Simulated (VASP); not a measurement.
# V (Im-3m) in VASP: a series of runs, part 2 of 2

VASP 6.6.1. Earlier steps stand in the parts before.

## (3) Single point, PBE, collinear spin, ferromagnetic start

This run uses another cell than the first one, of 14.06 Å³/atom.

INCAR

```
  ALGO = Normal
  EDIFF = 1E-6
  ENCUT = 500
  GGA = PE
  GGA_COMPAT = False
  ISIF = 2
  ISMEAR = 0
  ISPIN = 2
  LASPH = True
  LCHARG = False
  LMAXMIX = 4
  LORBIT = 11
  LREAL = False
  LWAVE = False
  MAGMOM = 2
  NBANDS = 16
  NELM = 200
  PREC = Accurate
  SIGMA = 0.1
```

KPOINTS

```
k-points
0
Gamma
  8 8 8
```

POSCAR

```
V
1.0
   -1.5203549448      1.5203549448      1.5203549448
    1.5203549448     -1.5203549448      1.5203549448
    1.5203549448      1.5203549448     -1.5203549448
V
1
Direct
    0.0000000000      0.0000000000      0.0000000000
```

Potentials or basis: VASP PAW PBE potentials, release 64 (V_sv).

On the command line:

```sh
$ cat potpaw_PBE.64/V_sv/POTCAR > POTCAR
$ mpirun -np 1 vasp_std > vasp.out
```

OUTCAR:

```text
EDIFF = 1E-6
   ENCUT = 500
   GGA = PE
   ISIF = 2
   ISMEAR = 0
   ISPIN = 2
   LASPH = True
   LORBIT = 11
   LREAL = False
   NELM = 200
   PREC = Accurate

 ion  position               nearest neighbor table
   1  0.000  0.000  0.000-

  LATTYP: Found a body centered cubic cell.
 ALAT       =     3.0407098896

  Lattice vectors:

 A1 = (  -1.5203549448,   1.5203549448,   1.5203549448)
 A2 = (   1.5203549448,  -1.5203549448,   1.5203549448)
 A3 = (   1.5203549448,   1.5203549448,  -1.5203549448)

Analysis of symmetry for initial positions (statically):
=====================================================================
 Subroutine PRICEL returns:
 Original cell was already a primitive cell.

 Routine SETGRP: Setting up the symmetry group for a
 body centered cubic supercell.

 Subroutine GETGRP returns: Found 48 space group operations
 (whereof 48 operations were pure point group operations)
 out of a pool of 48 trial point group operations.

The static configuration has the point symmetry O_h .

Analysis of symmetry for dynamics (positions and initial velocities):
=====================================================================
 Subroutine PRICEL returns:
 Original cell was already a primitive cell.

 Routine SETGRP: Setting up the symmetry group for a
 body centered cubic supercell.

 Subroutine GETGRP returns: Found 48 space group operations
 (whereof 48 operations were pure point group operations)
 out of a pool of 48 trial point group operations.

The dynamic configuration has the point symmetry O_h .

Analysis of structural, dynamic, and magnetic symmetry:
=====================================================================
 Subroutine PRICEL returns:
 Original cell was already a primitive cell.

 Routine SETGRP: Setting up the symmetry group for a
 body centered cubic supercell.

 Subroutine GETGRP returns: Found 48 space group operations
 (whereof 48 operations were pure point group operations)
[... 128 lines left out ...]
   IVDW    =     0    specifies the selected vdW correction
   LEPSILON=     F    determine dielectric tensor
   LRPA    =     F    only Hartree local field effects (RPA)
 spin polarized calculation
 Gauss-broadening in eV      SIGMA  =   0.10
  energy-cutoff  :      500.00
  volume of cell :       14.06
 maximum number of plane-waves:       372
   NGX =  9   NGY =  9   NGZ =  9

 number of electron      13.0000000 magnetization       0.0030229

 number of electron      13.0000000 magnetization      -0.0003735

 Free energy of the ion-electron system (eV)
  ---------------------------------------------------
  ext. energy  EPLUGINS =         0.00000000
  ---------------------------------------------------
  free energy    TOTEN  =        -8.99210617 eV

  energy without entropy =       -8.98080241  energy(sigma->0) =       -8.98645429

 E-fermi :   9.2157     XC(G=0): -12.6690

 val. band max:        9.2015734400   @ k =   0.5000   0.5000   0.1250
 cond. band min:       9.2395626194   @ k =  -0.2500   0.2500   0.1250
 fundamental gap:      0.0379891794
 Fermi energy:         9.2156990005

 spin component 1

 k-point     1 :       0.0000    0.0000    0.0000
  band No.  band energies     occupation
      1     -54.5392      1.00000
      2     -27.9067      1.00000
      3     -27.9067      1.00000
      4     -27.9067      1.00000
      5       2.6968      1.00000
      6       9.6190      0.00000
[... 435 lines left out ...]
      5       7.0516      1.00000
      6       7.8342      1.00000
[... 8 lines left out ...]
     15      37.8493      0.00000
     16      38.1307      0.00000

 [... further k-points ...]

 spin component 2

 k-point     1 :       0.0000    0.0000    0.0000
  band No.  band energies     occupation
      1     -54.5395      1.00000
      2     -27.9071      1.00000
      3     -27.9071      1.00000
      4     -27.9071      1.00000
      5       2.6965      1.00000
      6       9.6188      0.00000
[... 435 lines left out ...]
      5       7.0514      1.00000
      6       7.8340      1.00000
[... 8 lines left out ...]
     15      37.8491      0.00000
     16      38.1304      0.00000

 [... further k-points ...]
[... 5 lines left out ...]
  --------------------------------------------------------------------------------------
  -------------------------------------------------------------------------------------
  Total       -0.7185421     -0.7185421     -0.7185421      0.0000000      0.0000000     -0.0000000
  in kB      -81.8969759    -81.8969759    -81.8969759      0.0000000      0.0000000     -0.0000000
  external PRESSURE =     -81.8969759 kB  Pullay stress =       0.0000000 kB

 VOLUME and BASIS-vectors are now :
 -----------------------------------------------------------------------------
  energy-cutoff  :      500.00
  volume of cell :       14.06
      direct lattice vectors                 reciprocal lattice vectors
    -1.520354945  1.520354945  1.520354945     0.000000000  0.328870572  0.328870572
     1.520354945 -1.520354945  1.520354945     0.328870572  0.000000000  0.328870572
     1.520354945  1.520354945 -1.520354945     0.328870572  0.328870572  0.000000000

 POSITION                                       TOTAL-FORCE (eV/Angst)
 -----------------------------------------------------------------------------------
      0.00000      0.00000      0.00000         0.000000      0.000000      0.000000
 -----------------------------------------------------------------------------------
    total drift:                                0.000000     -0.000000      0.000000

  FREE ENERGIE OF THE ION-ELECTRON SYSTEM (eV)
  ---------------------------------------------------
  free  energy   TOTEN  =        -8.9921061664 eV

  energy  without entropy=       -8.9808024144  energy(sigma->0) =       -8.98645429

 total charge

# of ion       s       p       d       tot
------------------------------------------
    1        2.329   6.200   3.060  11.589

 magnetization (x)

# of ion       s       p       d       tot
------------------------------------------
    1       -0.000  -0.000  -0.000  -0.000
```

OSZICAR:

```text
N       E                     dE             d eps       ncg     rms          rms(c)
DAV:   1     0.922779497500E+02    0.92278E+02   -0.64089E+03  1896   0.866E+02
DAV:   2    -0.837743278954E+01   -0.10066E+03   -0.96522E+02  2056   0.265E+02
DAV:   3    -0.986981373468E+01   -0.14924E+01   -0.14905E+01  2112   0.353E+01
DAV:   4    -0.987575090489E+01   -0.59372E-02   -0.59370E-02  2192   0.236E+00
DAV:   5    -0.987580379347E+01   -0.52889E-04   -0.52889E-04  2136   0.207E-01    0.191E+01
DAV:   6    -0.896065918766E+01    0.91514E+00   -0.18785E+00  1920   0.220E+01    0.258E+00
DAV:   7    -0.899141389037E+01   -0.30755E-01   -0.13045E-01  2008   0.313E+00    0.184E+00
DAV:   8    -0.899398081169E+01   -0.25669E-02   -0.53645E-03  1984   0.901E-01    0.847E-01
DAV:   9    -0.899161525192E+01    0.23656E-02   -0.14363E-03  2080   0.448E-01    0.170E-01
DAV:  10    -0.899196377684E+01   -0.34852E-03   -0.66053E-04  2024   0.262E-01    0.730E-02
DAV:  11    -0.899203872077E+01   -0.74944E-04   -0.70717E-05  2128   0.722E-02    0.378E-02
DAV:  12    -0.899208123515E+01   -0.42514E-04   -0.25454E-05  2064   0.314E-02    0.234E-02
DAV:  13    -0.899209052457E+01   -0.92894E-05   -0.20571E-06  2048   0.970E-03    0.181E-02
DAV:  14    -0.899210554759E+01   -0.15023E-04   -0.19421E-05  2064   0.246E-02    0.390E-03
DAV:  15    -0.899210616641E+01   -0.61882E-06   -0.12257E-06  1392   0.699E-03
   1 F= -.89921062E+01 E0= -.89864543E+01  d E =-.113038E-01  mag=     0.0001
```

stdout:

```text
POSCAR found type information on POSCAR V
 POSCAR found :  1 types and       1 ions
 scaLAPACK will be used
 LDA part: xc-table for (Slater+PW92), standard interpolation
 POSCAR, INCAR and KPOINTS ok, starting setup
 FFT: planning ... GRIDC
 FFT: planning ... GRID_SOFT
 FFT: planning ... GRID
 WAVECAR not read
 entering main loop
```

It took 12 s on 1 thread of Intel Xeon Platinum 8259CL at 2.50GHz (Skylake/Cascade Lake), shared host; peak memory 0.13 GiB.

What came out:

* Free energy: -8.9921 eV
* Pressure: -8.2 GPa
* Net moment: 0.00 μB per cell
* Valence electrons inside the program's atomic spheres: V 11.59

Caveat: the k points lie up to 0.37 Å⁻¹ apart.

## (4) Relaxation of cell and atoms, PBE

This run uses another cell than the first one, of 14.06 Å³/atom.

INCAR

```
PREC = Accurate
ENCUT = 500
EDIFF = 1E-7
ISMEAR = 0
SIGMA = 0.1
LREAL = False
LASPH = True
NELM = 120
ALGO = Normal
ISIF = 3
LWAVE = False
LCHARG = False
GGA = PE
IBRION = 2
NSW = 80
EDIFFG = -0.05
GGA_COMPAT = False
NELMIN = 4
```

KPOINTS

```
regular mesh
0
Gamma
  10 10 10
```

POSCAR is that of step 3.

On the command line:

```sh
$ cat potpaw_PBE.64/V_sv/POTCAR > POTCAR
$ mpirun -np 1 vasp_std > vasp.out
```

It took 14 s on 1 thread of Intel Xeon Platinum 8259CL at 2.50GHz (Skylake/Cascade Lake), shared host; peak memory 0.13 GiB.

Results (log left out):

```yaml
Free_energy: -8.9959 eV
Relaxed_volume: 13.55 Å³/atom
Relaxed_cell: a = 2.601 Å, b = 2.601 Å, c = 2.601 Å, α = 109.47°, β = 109.47°, γ = 109.47°
Space_group_after_relaxing_to_0.1_Å: Im-3m (No. 229)
Energy_gained_by_relaxing: 10.9 meV/atom
Ionic_steps: 3
Pressure_after_relaxing: -0.1 GPa
Band_gap_on_the_k_mesh: zero (an odd number of electrons rules out a gap without spin polarisation)
```

The path:
```tsv
step	energy change (eV)	largest force (eV/Å)	pressure (GPa)	volume (Å³)
1	0.0000	0.0000	-6.55	14.06
2	0.0072	0.0000	9.62	12.92
3	-0.0109	0.0000	-0.07	13.55
```

Final structure:
```yaml
crystal:
  lattice:
    - [-1.50176, 1.50176, 1.50176]
    - [1.50176, -1.50176, 1.50176]
    - [1.50176, 1.50176, -1.50176]
  atoms:
    - { symbol: V, position: [0.00000, 0.00000, 0.00000] }
```

Levels at points of the mesh, in eV from the Fermi level:
```csv
k point,band 3,band 4,band 5,band 6,band 7,band 8,band 9,band 10
"(0.00, 0.00, 0.00)",-37.07,-37.07,-6.56,0.39,0.39,0.39,2.38,2.38
"(0.50, 0.00, 0.00)",-37.35,-37.08,-3.15,-1.13,1.63,2.38,2.74,4.05
"(0.50, 0.50, 0.50)",-37.67,-37.67,-2.97,-2.97,3.67,3.67,3.67,10.16
```

## (5) Summary

```csv
task,spin,cell,k mesh,gap on the mesh (eV),pressure (GPa)
single point,off,"a = 2.600 Å, angles 109.5°, 1 atom",10 × 10 × 10,none,0.0
single point,"collinear, ferromagnetic start","a = 2.633 Å, angles 109.5°, 1 atom",8 × 8 × 8,none,-8.2
relaxation of cell and atoms,off,"relaxed from a = 2.633 Å, angles 109.5°, 1 atom",10 × 10 × 10,none,-0.1
```

Alike in all rows: level PBE; potentials or basis VASP PAW PBE potentials, release 64 (V_sv); cutoff (eV) 500; smearing gaussian 0.1 eV.

Caveats: some runs use coarse meshes.

Total energies depend on the potentials used, so only differences within one code and one set of settings carry meaning.
